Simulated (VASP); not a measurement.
Here is a VASP 6.6.1 calculation.

The input INCAR:

```
SYSTEM = Co
PREC = Accurate
ENCUT = 520
EDIFF = 1E-6
ISMEAR = 0
SIGMA = 0.05
LREAL = .FALSE.
LASPH = .TRUE.
NELM = 150
ALGO = Normal
ISIF = 2
LWAVE = .FALSE.
LCHARG = .TRUE.
ISPIN = 2
MAGMOM = 1.86 1.86 1.86 1.86
LORBIT = 11
LMAXMIX = 4
GGA = PE
LELF = .TRUE.
LVHAR = .TRUE.
NBANDS = 30
```

KPOINTS

```
Automatic mesh
0
G
  1 1 8
  0 0 0
```

POSCAR

```
Co
1.0
   11.5000000000      0.0000000000      0.0000000000
    0.0000000000     11.5000000000      0.0000000000
    0.0000000000      0.0000000000      4.0330685337
Co
4
Direct
    0.5000000000      0.4687004778      0.2500000000
    0.3915752747      0.4061014335      0.7500000000
    0.6084247253      0.4061014335      0.7500000000
    0.5000000000      0.5938985665      0.7500000000
```

Potentials or basis: VASP PAW PBE potentials, release 64 (Co).

Launch:

```sh
$ cat potpaw_PBE.64/Co/POTCAR > POTCAR
$ mpirun -np 1 vasp_std > vasp.out
```

Question: What does it give for the site moments?

Answer: Co +1.85, +2.10, +2.09 (each value once) μB.

Question: Estimate the net moment.

Answer: 8.68 μB per cell.

Forces in eV/Å, atoms in the order of the input:
```
Co   0.000 -0.011  0.000
Co   1.457  0.800  0.000
Co  -1.457  0.800  0.000
Co   0.000 -1.590  0.000
```
